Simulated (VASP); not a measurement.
Input of a VASP 6.6.1 run:

POSCAR

```
Sb
1.0
    2.1045780456      1.2150787012      3.5471588728
   -2.1045780456      1.2150787012      3.5471588728
    0.0000000000     -2.4301574023      3.5471588728
Sb
2
Direct
    0.2378099359      0.2378099359      0.2378099359
    0.7621900641      0.7621900641      0.7621900641
```

File INCAR.step1:

```
PREC     = Accurate       # precision mode
ENCUT    = 600            # plane-wave cutoff, eV
ISMEAR   = 0              # smearing method
SIGMA    = 0.1            # smearing width, eV
LREAL    = False          # projectors in reciprocal space
LASPH    = True           # aspherical terms in the spheres
NELM     = 60             # most SCF steps
GGA      = PE             # functional
ALGO     = Normal         # electronic algorithm
EDIFF    = 1E-4           # SCF threshold, eV
LWAVE    = True           # write WAVECAR
LCHARG   = False          # write CHGCAR
```

INCAR.step2

```
PREC     = Accurate       # precision mode
ENCUT    = 600            # plane-wave cutoff, eV
EDIFF    = 1E-6           # SCF threshold, eV
ISMEAR   = 0              # smearing method
SIGMA    = 0.1            # smearing width, eV
LREAL    = False          # projectors in reciprocal space
LASPH    = True           # aspherical terms in the spheres
NELM     = 60             # most SCF steps
ALGO     = Normal         # electronic algorithm
ISIF     = 3              # what is computed and relaxed
LWAVE    = False          # write WAVECAR
LCHARG   = False          # write CHGCAR
METAGGA  = R2SCAN         # meta-GGA
LMIXTAU  = True         
IVDW     = 12             # dispersion correction
VDW_S6   = 1.0          
VDW_S8   = 0.78981345   
VDW_A1   = 0.49484001   
VDW_A2   = 5.73083694   
IBRION   = 2              # ionic algorithm
NSW      = 80             # ionic steps
EDIFFG   = -0.05          # ionic threshold
PSTRESS  = 65.0         
ISTART   = 1
```

File KPOINTS:

```
regular mesh
0
Gamma
  6 6 6
```

Potentials or basis: VASP PAW PBE potentials, release 64 (Sb).

Launch:

```console
$ cat potpaw_PBE.64/Sb/POTCAR > POTCAR
$ cp INCAR.step1 INCAR
$ mpirun -np 1 vasp_std > vasp.out
$ cp INCAR.step2 INCAR
$ mpirun -np 1 vasp_std > vasp.out
```

Problem. Predict the relaxed cell.

Solution. a = 4.306 Å, b = 4.306 Å, c = 4.306 Å, α = 58.59°, β = 58.59°, γ = 58.59°.

Problem. What does it give for the space group after relaxing (to 0.1 Å)?

Solution. R-3m (No. 166).

Forces on the atoms (eV/Å):
```
Sb   0.000  0.000  0.041
Sb   0.000  0.000 -0.041
```

Caveat: the cell is relaxed towards a set pressure, so the run minimises the enthalpy, not the energy; the PAW data sets were made with another functional, which shifts forces and pressure a little; the relaxation stopped at a loose force limit of 0.05 eV/Å, so its end isn't a converged minimum. Zero-point motion and thermal expansion aren't in these numbers.
